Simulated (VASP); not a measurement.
Crystal: MnSi.

```
CELL_PARAMETERS angstrom
4.55800 0.00000 0.00000
0.00000 4.55800 0.00000
0.00000 0.00000 4.55800
ATOMIC_POSITIONS crystal
Mn 0.13800 0.13800 0.13800
Mn 0.36200 0.86200 0.63800
Mn 0.63800 0.36200 0.86200
Mn 0.86200 0.63800 0.36200
Si 0.84500 0.84500 0.84500
Si 0.65500 0.15500 0.34500
Si 0.34500 0.65500 0.15500
Si 0.15500 0.34500 0.65500
```

Base run:

* Program: VASP 6.6.1
* Functional: PBE
* Potentials or basis: VASP PAW PBE potentials, release 64 (Mn_pv, Si)
* Cutoff: 520 eV
* k mesh: 5 × 5 × 5
* Occupations: gaussian, width 0.05 eV
* Spin: collinear spin, ferromagnetic start
* Starting moments: [5.0, 5.0, 5.0, 5.0, 0.0, 0.0, 0.0, 0.0] μB
* Fixed moment: 20 μB
* Hubbard terms: Mn d U = 3.9 eV

Its results: pressure 77.9 GPa; site moments Mn +4.30; Si +0.19 μB; largest force 2.058 eV/Å.

Problem. After a change of settings the same cell gave: pressure 8.7 GPa; site moments Mn +2.47; Si -0.22 μB; largest force 0.098 eV/Å. Which change was it?
A. fixed moment from 20 μB to 8 μB; moments at the start from [5.0, 5.0, 5.0, 5.0, 0.0, 0.0, 0.0, 0.0] to [2.0, 2.0, 2.0, 2.0, 0.0, 0.0, 0.0, 0.0]
B. fixed moment from 20 μB to 12 μB; moments at the start from [5.0, 5.0, 5.0, 5.0, 0.0, 0.0, 0.0, 0.0] to [3.0, 3.0, 3.0, 3.0, 0.0, 0.0, 0.0, 0.0]
C. fixed moment from 20 μB to 2 μB; moments at the start from [5.0, 5.0, 5.0, 5.0, 0.0, 0.0, 0.0, 0.0] to [0.5, 0.5, 0.5, 0.5, 0.0, 0.0, 0.0, 0.0]

Solution. A.

Caveats: the cell stands under pressure; the total moment is fixed, so each spin has its own Fermi level and the state may be an excited one; the U is typed as a test and isn't derived for this compound; forces of over 1 eV/Å act on the atoms, so gaps and moduli don't describe the material at rest (at least some runs).
